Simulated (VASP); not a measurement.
# Cu (Fm-3m) in VASP: a series of runs, part 2 of 2

VASP 6.6.1. The steps go on from the part before.

### Step 4. Relaxation of cell and atoms, r2SCAN

This run uses another cell than the first one, of 11.81 Å³/atom.

Input file POSCAR:

```
Cu
1.0
    0.0000000000      1.8074791684      1.8074791684
    1.8074791684      0.0000000000      1.8074791684
    1.8074791684      1.8074791684      0.0000000000
Cu
1
Direct
    0.0000000000      0.0000000000      0.0000000000
```

Input file INCAR.step1:

```
SYSTEM = Cu
  PREC = Accurate
  ENCUT = 600
  ISMEAR = -1
  SIGMA = 0.05
  LREAL = .False.
  LASPH = .True.
  NELM = 80
  GGA = PE
  ALGO = Normal
  EDIFF = 1E-4
  LWAVE = .True.
  LCHARG = .False.
```

Input file INCAR.step2:

```
SYSTEM = Cu
  PREC = Accurate
  ENCUT = 600
  EDIFF = 1E-7
  ISMEAR = -1
  SIGMA = 0.05
  LREAL = .False.
  LASPH = .True.
  NELM = 80
  ALGO = Normal
  ISIF = 3
  LWAVE = .False.
  LCHARG = .False.
  METAGGA = R2SCAN
  LMIXTAU = .True.
  IBRION = 2
  NSW = 60
  EDIFFG = -0.005
  ISTART = 1
```

Input file KPOINTS:

```
regular mesh
0
Gamma
  21 21 21
  0 0 0
```

Potentials or basis: VASP PAW PBE potentials, release 64 (Cu).

Run with:

```bash
$ cat potpaw_PBE.64/Cu/POTCAR > POTCAR
$ cp INCAR.step1 INCAR
$ mpirun -np 1 vasp_std > vasp.out
$ cp INCAR.step2 INCAR
$ mpirun -np 1 vasp_std > vasp.out
```

OUTCAR:

```text
SYSTEM = Cu
   PREC = Accurate
   ENCUT = 600
   EDIFF = 1E-7
   ISMEAR = -1
   LREAL = .False.
   LASPH = .True.
   NELM = 80
   ISIF = 3
   METAGGA = R2SCAN
   IBRION = 2
   NSW = 60
   EDIFFG = -0.005
   ISTART = 1

 ion  position               nearest neighbor table
   1  0.000  0.000  0.000-

  LATTYP: Found a face centered cubic cell.
 ALAT       =     3.6149583368

  Lattice vectors:

 A1 = (   0.0000000000,   1.8074791684,   1.8074791684)
 A2 = (   1.8074791684,   0.0000000000,   1.8074791684)
 A3 = (   1.8074791684,   1.8074791684,   0.0000000000)

Analysis of symmetry for initial positions (statically):
=====================================================================
 Subroutine PRICEL returns:
[... 254 lines left out ...]
 Fermi energy:         7.7884966998

 k-point     1 :       0.0000    0.0000    0.0000
  band No.  band energies     occupation
      1      -2.1458      2.00000
      2       4.5157      2.00000
      3       4.5157      2.00000
      4       4.5157      2.00000
      5       5.3677      2.00000
      6       5.3677      2.00000
      7      31.3610      0.00000
      8      34.6187      0.00000
      9      34.6190      0.00000
[... 265 lines left out ...]
 k-point    24 :      -0.3810    0.0476    0.0000
  band No.  band energies     occupation
      1       2.1161      2.00000
      2       4.4986      2.00000
      3       4.5401      2.00000
      4       5.0648      2.00000
      5       5.8021      2.00000
      6       6.1653      2.00000
      7      14.3162      0.00000
      8      28.8257      0.00000
      9      30.9384      0.00000

 [... further k-points ...]

------------------------ aborting loop because EDIFF is reached ----------------------------------------

  FORCE on cell =-STRESS in cart. coord.  units (eV):
  Direction    XX          YY          ZZ          XY          YZ          ZX
  --------------------------------------------------------------------------------------
  -------------------------------------------------------------------------------------
  Total       -0.0018945     -0.0018945     -0.0018945     -0.0000000      0.0000000     -0.0000000
  in kB       -0.2643021     -0.2643021     -0.2643021     -0.0000000      0.0000000     -0.0000000
  external PRESSURE =      -0.2643021 kB  Pullay stress =       0.0000000 kB
[... 16 lines left out ...]
  FREE ENERGIE OF THE ION-ELECTRON SYSTEM (eV)
  ---------------------------------------------------
  free  energy   TOTEN  =       -10.8268073131 eV

  energy  without entropy=      -10.8238330374  energy(sigma->0) =      -10.82532018

 reached required accuracy - stopping structural energy minimisation
```

OSZICAR.step1:

```text
N       E                     dE             d eps       ncg     rms          rms(c)
DAV:   1     0.387995129999E+02    0.38800E+02   -0.62565E+03  5286   0.229E+03
DAV:   2    -0.412150348979E+01   -0.42921E+02   -0.40876E+02  5180   0.206E+02
DAV:   3    -0.462787233864E+01   -0.50637E+00   -0.50434E+00  6114   0.321E+01
DAV:   4    -0.463159810316E+01   -0.37258E-02   -0.37252E-02  6240   0.246E+00
DAV:   5    -0.463163944142E+01   -0.41338E-04   -0.41338E-04  6135   0.202E-01    0.768E+00
DAV:   6    -0.410646873695E+01    0.52517E+00   -0.16970E+01  5425   0.976E+01    0.393E+00
DAV:   7    -0.373900802311E+01    0.36746E+00   -0.26715E+00  5485   0.385E+01    0.593E-01
DAV:   8    -0.372774994463E+01    0.11258E-01   -0.49989E-03  5642   0.121E+00    0.288E-01
DAV:   9    -0.372628611813E+01    0.14638E-02   -0.10326E-02  5565   0.223E+00    0.295E-02
DAV:  10    -0.372628734397E+01   -0.12258E-05   -0.32314E-05  3037   0.129E-01
   1 F= -.37262873E+01 E0= -.37246762E+01  d E =-.322224E-02
```

Wall time 2.3 min (1 thread of Intel Xeon 6975P-C (Granite Rapids), shared host); peak memory 0.16 GiB.

Results:

```yaml
Free_energy: -10.8268 eV
Relaxed_volume: 11.48 Å³/atom
Relaxed_cell: a = 2.532 Å, b = 2.532 Å, c = 2.532 Å, α = 60.00°, β = 60.00°, γ = 60.00°
Space_group_after_relaxing_to_0.1_Å: Fm-3m (No. 225)
Energy_gained_by_relaxing: 4.4 meV/atom
Ionic_steps: 3
Pressure_after_relaxing: 0.0 GPa
Band_gap_on_the_k_mesh: zero (an odd number of electrons rules out a gap without spin polarisation)
```

The path:
| step | energy change (eV) | largest force (eV/Å) | pressure (GPa) | volume (Å³) |
| --- | --- | --- | --- | --- |
| 1 | 0.0000 | 0.0000 | -4.30 | 11.81 |
| 2 | -0.0026 | 0.0000 | 2.89 | 11.28 |
| 3 | -0.0044 | 0.0000 | -0.03 | 11.48 |

Final structure:
```
CELL_PARAMETERS angstrom
0.00000 1.79071 1.79071
1.79071 0.00000 1.79071
1.79071 1.79071 0.00000
ATOMIC_POSITIONS crystal
Cu 0.00000 0.00000 0.00000
```

Caveat: the PAW data sets were made with another functional, which shifts forces and pressure a little.

### Step 5. The runs side by side

| task | cell | k mesh | cutoff (eV) | gap on the mesh (eV) | pressure (GPa) |
| --- | --- | --- | --- | --- | --- |
| single point | a = 2.529 Å, angles 60.0°, 1 atom, atomic positions A | 21 × 21 × 21 | 520 | none | 0.5 |
| single point | a = 2.529, b = 2.529, c = 3.576 Å, 2 atoms, atomic positions B | 14 × 14 × 10 | 520 | none | 0.6 |
| relaxation of cell and atoms | relaxed from a = 2.556 Å, angles 60.0°, 1 atom, atomic positions A | 21 × 21 × 21 | 600 | none | 0.0 |

Alike in all rows: level r2SCAN; potentials or basis VASP PAW PBE potentials, release 64 (Cu); no spin polarisation; smearing fermi-dirac 0.05 eV.

Caveats: the PAW data sets were made with another functional, which shifts forces and pressure a little.

Absolute energies hang on the potentials; compare differences alone.
